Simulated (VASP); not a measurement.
## HfC: single point with PBEsol

HfC:

```xyz
4
Lattice="3.3578 0.0033 -0.0525 -1.6760 2.9269 0.0115 -0.0817 -0.0265 5.2509" Properties=species:S:1:pos:R:3 pbc="T T T"
Hf    1.7500    1.0961    4.0468
Hf   -0.1600    1.9966    1.2791
C     1.5573    2.8485    5.0104
C     1.5821    2.8488    2.5328
```

```yaml
Program: VASP 6.6.1
Task: single point
Functional: PBEsol
Potentials_or_basis: VASP PAW PBE potentials, release 64 (Hf_pv, C)
Cutoff: 520 eV
k_mesh: 5 × 5 × 3
Occupations: fermi-dirac, width 0.05 eV
Spin: no spin polarisation
```

| Item | Value |
| --- | --- |
| Pressure | -2.2 GPa |
| Largest force | 6.552 eV/Å |
| Band gap on the k mesh | zero (band 14 reaches 6.15 eV, above the bottom of band 15 at 5.74 eV) |

Forces in eV/Å, atoms in the order of the input:
```
Hf  -2.690 -3.685 -4.702
Hf   1.312 -1.186  2.045
C    1.009  3.076  3.098
C    0.368  1.795 -0.440
```

Stress tensor (GPa, compression positive):
```
-5.95 -2.33  8.95
-2.33 -1.62  6.50
 8.95  6.50  1.10
```

Levels at points of the mesh, in eV from the Fermi level:
```csv
k point,band 12,band 13,band 14,band 15,band 16,band 17
"(0.00, 0.00, 0.00)",-1.54,-0.63,0.36,1.21,1.80,1.92
```

Run time: 70 s on 1 thread of Intel Xeon 8259CL (shared host), peak memory 0.2 GiB.

Caveat: the k points lie up to 0.43 Å⁻¹ apart; the PAW data sets were made with another functional, which shifts forces and pressure a little; spin-orbit coupling is left out, which moves the levels of the heavy elements.
